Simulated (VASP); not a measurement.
A run of VASP 6.6.1:

The input INCAR:

```
ALGO = Normal ; EDIFF = 1E-6
ENCUT = 520 ; GGA = PE
ISIF = 2 ; ISMEAR = -1
ISYM = 0 ; LASPH = True
LCHARG = False ; LREAL = Auto
LWAVE = False ; NBANDS = 140
NELM = 100 ; PREC = Accurate
SIGMA = 0.0862
```

Contents of KPOINTS:

```
Automatic mesh
0
Gamma
  1 1 1
  0.25 0.25 0.25
```

The input POSCAR:

```
Ti19Al5
1.0
    7.7665530000     -0.1286440000      0.2320170000
   -0.1286440000      7.6697090000      0.0303640000
    0.2320170000      0.0303640000      7.4366650000
Ti Al
19 5
Direct
    0.8609499733      0.3946710962      0.2486691517
    0.4311650727      0.1079684732      0.4318610585
    0.7370123548      0.9139353395      0.8545355844
    0.4004293455      0.2464566254      0.7535975031
    0.1023570397      0.7937345325      0.2026653710
    0.1168904371      0.1688505974      0.2845905324
    0.5439539212      0.2891280140      0.0869015022
    0.2108797171      0.4094440384      0.0318727497
    0.8889822386      0.2953644713      0.8841946707
    0.8566282018      0.7569878305      0.4697570102
    0.2609392873      0.7820460358      0.5416530936
    0.5535740926      0.8686219805      0.6154052337
    0.0999173116      1.0506777174      0.9628315524
    0.4841622757      0.8147159558      0.2456946879
    0.8056451657      0.0030025252      0.1878844155
    0.0734555693      0.4316142821      0.5633208600
    0.7381390191      0.1742006488      0.5669500738
    0.3934660532      0.6050967371      0.8665576612
    0.7669176998      0.6279806193      0.0772873395
    0.5090748943      0.4748309264      0.4322355793
    1.0365242972      0.6803205260      0.8458098475
    0.0329075763      0.0492737020      0.6266106832
    0.7025635054      0.5230603282      0.7247092775
    0.4228001424      0.9705182228      0.9591738184
```

Potentials or basis: VASP PAW PBE potentials, release 64 (Ti_sv, Al).

Command:

```sh
$ cat potpaw_PBE.64/Ti_sv/POTCAR potpaw_PBE.64/Al/POTCAR > POTCAR
$ mpirun -np 1 vasp_std > vasp.out
```

Hardware: 1 thread of AMD EPYC 9R45 96-Core Processor (Zen 5) (shared host).

Q: How long does it take, and how much memory?

A: Run time: 120 s on 1 thread of AMD EPYC 9R45 96-Core Processor (Zen 5) (shared host), peak memory 0.43 GiB. Counts: scf iterations 26, k points 1.
